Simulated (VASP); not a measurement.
Ru: single point with PBEsol

Crystal: Ru.

```xyz
4
Lattice="2.7486 0.0000 0.0000 -1.3743 2.3803 0.0000 0.0000 0.0000 8.8646" Properties=species:S:1:pos:R:3 pbc="T T T"
Ru    0.0000    0.0000    0.0000
Ru    0.0000    0.0000    4.4323
Ru    0.0000    1.5869    6.6485
Ru    1.3743    0.7934    2.2162
```

```yaml
Program: VASP 6.6.1
Task: single point
Functional: PBEsol
Potentials_or_basis: VASP PAW PBE potentials, release 64 (Ru_pv)
Cutoff: 500 eV
k_mesh: 9 × 9 × 2
Occupations: gaussian, width 0.1 eV
Spin: no spin polarisation
```

- Pressure: -23.3 GPa
- Band gap on the k mesh: zero (bands 28 and 29 overlap by 2.28 eV)

Stress tensor (GPa, compression positive):
```
-23.84   0.00   0.00
  0.00 -23.84   0.00
  0.00   0.00 -22.15
```

Levels at points of the mesh, in eV from the Fermi level:
| k point | band 25 | band 26 | band 27 | band 28 | band 29 | band 30 | band 31 | band 32 |
| --- | --- | --- | --- | --- | --- | --- | --- | --- |
| (0.00, 0.00, 0.00) | -2.07 | -1.97 | -1.97 | -0.74 | -0.74 | -0.08 | -0.08 | 0.49 |
| (0.00, 0.00, 0.50) | -2.23 | -2.23 | -0.72 | -0.72 | -0.38 | -0.38 | -0.38 | -0.38 |

Run time: 20 s on 1 thread of Intel(R) Xeon(R) 6975P-C (Granite Rapids) (shared host), peak memory 0.18 GiB.

Caveat: the cell stands under tension; the PAW data sets were made with another functional, which shifts forces and pressure a little.
